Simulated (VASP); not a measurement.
# Zr3MoC (Pm-3m) in VASP: single point with PBE

Aim: the single point of Zr3MoC with PBE.

All numbers are computed with VASP 6.6.1; they aren't measurements. Logs are shortened: lines on timing, memory, paths and dates and some standing lists are left out, and cuts for length are marked.

**1. The cell of the first run**

The structure is cubic, space group Pm-3m (No. 221). Conventional cell: a = 4.908 Å, b = 4.908 Å, c = 4.908 Å, α = 90.00°, β = 90.00°, γ = 90.00°. Zr (site symmetry 4/mmm) has 2 Mo at 2.45 Å within 3.2 Å. Within 3.2 Å of Mo (site symmetry m-3m) lie 6 Zr at 2.45 Å. Within 4.6 Å of C (site symmetry m-3m) lie 12 Zr at 3.47 Å and 8 Mo at 4.25 Å.

**2. Single point, PBE**

The input, INCAR:

```
PREC = Accurate ; ENCUT = 520
EDIFF = 1E-6 ; ISMEAR = 0
SIGMA = 0.1 ; LREAL = F
LASPH = T ; NELM = 100
ALGO = Normal ; ISIF = 2
LWAVE = F ; LCHARG = T
GGA = PE ; LELF = T
LVHAR = T ; NBANDS = 35
```

The input, KPOINTS:

```
Automatic mesh
0
Gamma
  4 4 4
```

The input, POSCAR:

```
Zr3MoC
1.0
    4.9076674723      0.0000000000      0.0000000000
    0.0000000000      4.9076674723      0.0000000000
    0.0000000000      0.0000000000      4.9076674723
Zr Mo C
3 1 1
Direct
    0.5000000000      0.0000000000      0.0000000000
    0.0000000000      0.5000000000      0.0000000000
    0.0000000000      0.0000000000      0.5000000000
    0.0000000000      0.0000000000      0.0000000000
    0.5000000000      0.5000000000      0.5000000000
```

Potentials or basis: VASP PAW PBE potentials, release 64 (Zr_sv, Mo_sv, C).

Started as:

```console
$ cat potpaw_PBE.64/Zr_sv/POTCAR potpaw_PBE.64/Mo_sv/POTCAR potpaw_PBE.64/C/POTCAR > POTCAR
$ mpirun -np 1 vasp_std > vasp.out
```

OUTCAR:

```text
PREC = Accurate
   ENCUT = 520
   EDIFF = 1E-6
   ISMEAR = 0
   LREAL = F
   LASPH = T
   NELM = 100
   ISIF = 2
   GGA = PE

 ion  position               nearest neighbor table
   1  0.500  0.000  0.000-   4 2.45   4 2.45   2 3.47   3 3.47   2 3.47   2 3.47   3 3.47   3 3.47
                             3 3.47   2 3.47
   2  0.000  0.500  0.000-   4 2.45   4 2.45   1 3.47   3 3.47   1 3.47   3 3.47   3 3.47   3 3.47
                             1 3.47   1 3.47
   3  0.000  0.000  0.500-   4 2.45   4 2.45   1 3.47   1 3.47   2 3.47   2 3.47   2 3.47   2 3.47
                             1 3.47   1 3.47
   4  0.000  0.000  0.000-   1 2.45   2 2.45   3 2.45   3 2.45   2 2.45   1 2.45
   5  0.500  0.500  0.500-

  LATTYP: Found a simple cubic cell.
 ALAT       =     4.9076674723

  Lattice vectors:

 A1 = (   4.9076674723,   0.0000000000,   0.0000000000)
 A2 = (   0.0000000000,   4.9076674723,   0.0000000000)
 A3 = (   0.0000000000,   0.0000000000,   4.9076674723)

Analysis of symmetry for initial positions (statically):
=====================================================================
 Subroutine PRICEL returns:
 Original cell was already a primitive cell.

 Routine SETGRP: Setting up the symmetry group for a
 simple cubic supercell.

 Subroutine GETGRP returns: Found 48 space group operations
 (whereof 48 operations were pure point group operations)
 out of a pool of 48 trial point group operations.

The static configuration has the point symmetry O_h .

Analysis of symmetry for dynamics (positions and initial velocities):
=====================================================================
 Subroutine PRICEL returns:
 Original cell was already a primitive cell.

 Routine SETGRP: Setting up the symmetry group for a
 simple cubic supercell.

 Subroutine GETGRP returns: Found 48 space group operations
 (whereof 48 operations were pure point group operations)
 out of a pool of 48 trial point group operations.

The dynamic configuration has the point symmetry O_h .

 Subroutine INISYM returns: Found 48 space group operations
 (whereof 48 operations are pure point group operations),
 and found     1 'primitive' translations

----------------------------------------------------------------------------------------

                                     Primitive cell

  volume of cell :     118.2022

  direct lattice vectors                    reciprocal lattice vectors
     4.907667472  0.000000000  0.000000000     0.203762787  0.000000000  0.000000000
     0.000000000  4.907667472  0.000000000     0.000000000  0.203762787  0.000000000
     0.000000000  0.000000000  4.907667472     0.000000000  0.000000000  0.203762787

  length of vectors
     4.907667472  4.907667472  4.907667472     0.203762787  0.203762787  0.203762787

  position of ions in fractional coordinates (direct lattice)
     0.500000000  0.000000000  0.000000000
     0.000000000  0.500000000  0.000000000
     0.000000000  0.000000000  0.500000000
     0.000000000  0.000000000  0.000000000
     0.500000000  0.500000000  0.500000000

  ion indices of the primitive-cell ions
   primitive index   ion index
                 1           1
                 2           2
                 3           3
                 4           4
                 5           5

----------------------------------------------------------------------------------------

 KPOINTS: Automatic mesh

Automatic generation of k-mesh.
 Grid dimensions read from file:
 generate k-points for:    4    4    4

 Generating k-lattice:

  Cartesian coordinates                     Fractional coordinates (reciprocal lattice)
     0.050940697  0.000000000  0.000000000     0.250000000  0.000000000  0.000000000
     0.000000000  0.050940697  0.000000000     0.000000000  0.250000000  0.000000000
     0.000000000  0.000000000  0.050940697     0.000000000  0.000000000  0.250000000

  Length of vectors
     0.050940697  0.050940697  0.050940697

  Shift w.r.t. Gamma in fractional coordinates (k-lattice)
     0.000000000  0.000000000  0.000000000

 Subroutine IBZKPT returns following result:
 ===========================================

 Found     10 irreducible k-points:

 Following reciprocal coordinates:
            Coordinates               Weight
  0.000000  0.000000  0.000000      1.000000
  0.250000  0.000000  0.000000      6.000000
  0.500000  0.000000  0.000000      3.000000
  0.250000  0.250000  0.000000     12.000000
  0.500000  0.250000  0.000000     12.000000
  0.500000  0.500000  0.000000      3.000000
  0.250000  0.250000  0.250000      8.000000
  0.500000  0.250000  0.250000     12.000000
  0.500000  0.500000  0.250000      6.000000
  0.500000  0.500000  0.500000      1.000000
   k-points           NKPTS =     10   k-points in BZ     NKDIM =     10   number of bands    NBANDS=     35
   number of dos      NEDOS =    301   number of ions     NIONS =      5
   total plane-waves  NPLWV =  64000
   dimension x,y,z NGX =    40 NGY =   40 NGZ =   40
   dimension x,y,z NGXF=    80 NGYF=   80 NGZF=   80
   ions per type =               3   1   1
   NGX,Y,Z   is equivalent  to a cutoff of  13.55, 13.55, 13.55 a.u.
   NGXF,Y,Z  is equivalent  to a cutoff of  27.10, 27.10, 27.10 a.u.
 SYSTEM =  unknown system
   PREC   = accura    normal or accurate (medium, high low for compatibility)
   ISTART =      0    job   : 0-new  1-cont  2-samecut
   ICHARG =      2    charge: 1-file 2-atom 10-const
   ISPIN  =      1    spin polarized calculation?
   LNONCOLLINEAR =      F non collinear calculations
   LSORBIT =      F    spin-orbit coupling
   LASPH  =      T    aspherical Exc in radial PAW
   ENCUT  =  520.0 eV  38.22 Ry    6.18 a.u.   9.13  9.13  9.13*2*pi/ulx,y,z
   NELM   =    100;   NELMIN=  2; NELMDL= -5     # of ELM steps
   EDIFF  = 0.1E-05   stopping-criterion for ELM
   LREAL  =      F    real-space projection
   EDIFFG = 0.1E-04   stopping-criterion for IOM
   NSW    =      0    number of steps for IOM
   IBRION =     -1    ionic relax: 0-MD 1-quasi-New 2-CG
   NFREE  =      0    steps in history (QN), initial steepest desc. (CG)
   ISIF   =      2    stress and relaxation
   ISYM   =      2    0-nonsym 1-usesym 2-fastsym
   POTIM  = 0.5000    time-step for ionic-motion
   TEBEG  =    0.0;   TEEND  =   0.0 temperature during run
   PSTRESS=    0.0 pullay stress
   NELECT =      54.0000    total number of electrons
   NUPDOWN=      -1.0000    fix difference up-down
   EMIN   =  10.00;   EMAX   =-10.00  energy-range for DOS
   EFERMI =   0.00;   METHOD = LEGACY
   ISMEAR =     0;   SIGMA  =   0.10  broadening in eV -4-tet -1-fermi 0-gaus
   EFERMI_NEDOS =   21; number of points for ismear=-14 and -15
   IALGO  =     38    algorithm
   IMIX   =      4    mixing-type and parameters
     AMIX     =   0.40;   BMIX     =  1.00
     AMIX_MAG =   1.60;   BMIX_MAG =  1.00
  volume/ion in A,a.u.               =      23.64       159.53
  Fermi-wavevector in a.u.,A,eV,Ry     =   1.260853  2.382666 21.629849  1.589749
  Thomas-Fermi vector in A             =   2.394341
   LORBIT       =      0    0 simple, 1 ext, 2 COOP (PROOUT), +10 PAW based schemes
   GGA     = PE    functional components
   LHFCALC =     F    Hartree Fock is set to
   AEXX    =    0.0000 exact exchange contribution
   IVDW    =     0    specifies the selected vdW correction
   LEPSILON=     F    determine dielectric tensor
   LRPA    =     F    only Hartree local field effects (RPA)
 non-spin polarized calculation
 Gauss-broadening in eV      SIGMA  =   0.10
  energy-cutoff  :      520.00
  volume of cell :      118.20
 maximum number of plane-waves:      3218
 NGX is ok and might be reduce to    40
   NGX = 19   NGY = 19   NGZ = 19

 number of electron      53.9999998 magnetization

 Free energy of the ion-electron system (eV)
  ---------------------------------------------------
  ext. energy  EPLUGINS =         0.00000000
  ---------------------------------------------------
  free energy    TOTEN  =       -36.41753205 eV

  energy without entropy =      -36.37411476  energy(sigma->0) =      -36.39582340

 E-fermi :   6.3610     XC(G=0): -10.1900

 val. band max:        6.3466549451   @ k =   0.5000   0.0000   0.0000
 cond. band min:       6.4153949733   @ k =   0.5000   0.5000   0.5000
 fundamental gap:      0.0687400282
 Fermi energy:         6.3610154374

 k-point     1 :       0.0000    0.0000    0.0000
  band No.  band energies     occupation
      1     -53.7783      2.00000
      2     -42.7315      2.00000
      3     -42.7072      2.00000
      4     -42.7072      2.00000
      5     -28.3611      2.00000
      6     -28.3611      2.00000
[... 27 lines left out ...]
     34      10.2551      0.00000
     35      10.2562      0.00000

 k-point     2 :       0.2500    0.0000    0.0000
  band No.  band energies     occupation
      1     -53.7774      2.00000
      2     -42.7331      2.00000
      3     -42.7167      2.00000
      4     -42.7072      2.00000
      5     -28.3596      2.00000
      6     -28.3596      2.00000
[... 27 lines left out ...]
     34       8.8712      0.00000
     35       9.5642      0.00000

 k-point     3 :       0.5000    0.0000    0.0000
  band No.  band energies     occupation
      1     -53.7766      2.00000
      2     -42.7376      2.00000
      3     -42.7233      2.00000
      4     -42.7072      2.00000
      5     -28.3581      2.00000
      6     -28.3581      2.00000
[... 27 lines left out ...]
     34       8.4771      0.00000
     35       9.2887      0.00000
[... 191 lines left out ...]
 k-point     9 :       0.5000    0.5000    0.2500
  band No.  band energies     occupation
      1     -53.7739      2.00000
      2     -42.7375      2.00000
      3     -42.7375      2.00000
      4     -42.7263      2.00000
      5     -28.2362      2.00000
      6     -28.1133      2.00000
[... 27 lines left out ...]
     34       8.5515      0.00000
     35       8.5515      0.00000

 k-point    10 :       0.5000    0.5000    0.5000
  band No.  band energies     occupation
      1     -53.7730      2.00000
      2     -42.7374      2.00000
      3     -42.7374      2.00000
      4     -42.7374      2.00000
      5     -28.1118      2.00000
      6     -28.1118      2.00000
[... 27 lines left out ...]
     34       8.1550      0.00000
     35       8.1550      0.00000

------------------------ aborting loop because EDIFF is reached ----------------------------------------

  FORCE on cell =-STRESS in cart. coord.  units (eV):
  Direction    XX          YY          ZZ          XY          YZ          ZX
  --------------------------------------------------------------------------------------
  -------------------------------------------------------------------------------------
  Total        0.2108829      0.2108829      0.2108829     -0.0000000     -0.0000000     -0.0000000
  in kB        2.8584234      2.8584234      2.8584234     -0.0000000     -0.0000000     -0.0000000
  external PRESSURE =       2.8584234 kB  Pullay stress =       0.0000000 kB

 VOLUME and BASIS-vectors are now :
 -----------------------------------------------------------------------------
  energy-cutoff  :      520.00
  volume of cell :      118.20
      direct lattice vectors                 reciprocal lattice vectors
     4.907667472  0.000000000  0.000000000     0.203762787  0.000000000  0.000000000
     0.000000000  4.907667472  0.000000000     0.000000000  0.203762787  0.000000000
     0.000000000  0.000000000  4.907667472     0.000000000  0.000000000  0.203762787

 POSITION                                       TOTAL-FORCE (eV/Angst)
 -----------------------------------------------------------------------------------
      2.45383      0.00000      0.00000         0.000000      0.000000      0.000000
      0.00000      2.45383      0.00000         0.000000      0.000000      0.000000
      0.00000      0.00000      2.45383         0.000000      0.000000      0.000000
      0.00000      0.00000      0.00000         0.000000      0.000000      0.000000
      2.45383      2.45383      2.45383         0.000000      0.000000      0.000000
 -----------------------------------------------------------------------------------
    total drift:                                0.000000      0.000000     -0.000000

  FREE ENERGIE OF THE ION-ELECTRON SYSTEM (eV)
  ---------------------------------------------------
  free  energy   TOTEN  =       -36.4175320463 eV

  energy  without entropy=      -36.3741147565  energy(sigma->0) =      -36.39582340
```

Wall time 76 s (1 thread of Intel Xeon Platinum 8259CL at 2.50GHz (Skylake/Cascade Lake), shared host); peak memory 0.25 GiB.

What came out:

```yaml
Free_energy: -36.4175 eV
Pressure: 0.3 GPa
Band_gap_on_the_k_mesh: zero (band 27 reaches 6.75 eV, above the bottom of band 28 at 6.05 eV)
```
